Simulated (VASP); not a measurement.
V:

```xyz
1
Lattice="0.0000 1.9050 1.9050 1.9050 0.0000 1.9050 1.9050 1.9050 0.0000" Properties=species:S:1:pos:R:3 pbc="T T T"
V     0.0000    0.0000    0.0000
```

This isn't the form of V at room conditions, which is bcc.

```yaml
Program: VASP 6.6.1
Task: relaxation of cell and atoms
Functional: RPBE
Potentials_or_basis: VASP PAW PBE potentials, release 64 (V_sv)
Cutoff: 500 eV
k_mesh: 14 × 14 × 14
Occupations: fermi-dirac, width 0.1 eV
Spin: no spin polarisation
```

At the start: pressure 5.5 GPa; volume 13.83 Å³/atom.

Task: Where does the relaxation end?

Result: Over 3 steps the energy falls by 7.2 meV/atom and the volume is 14.26 Å³/atom (+3.1 %); space group Fm-3m (No. 225, to 0.1 Å) before and after.

Step by step:
```tsv
step	energy change (eV)	largest force (eV/Å)	pressure (GPa)	volume (Å³)
1	0.0000	0.0000	5.51	13.83
2	0.0030	0.0000	-5.88	14.80
3	-0.0072	0.0000	-0.03	14.26
```

Final structure:
```cif
data_structure
_symmetry_space_group_name_H-M 'P 1'
_symmetry_Int_Tables_number 1
_cell_length_a 2.7220
_cell_length_b 2.7220
_cell_length_c 2.7220
_cell_angle_alpha 60.000
_cell_angle_beta 60.000
_cell_angle_gamma 60.000
_cell_volume 14.26
loop_
_atom_site_label
_atom_site_type_symbol
_atom_site_fract_x
_atom_site_fract_y
_atom_site_fract_z
_atom_site_occupancy
V1 V 0.00000 0.00000 0.00000 1
```

Caveat: the PAW data sets were made with another functional, which shifts forces and pressure a little.
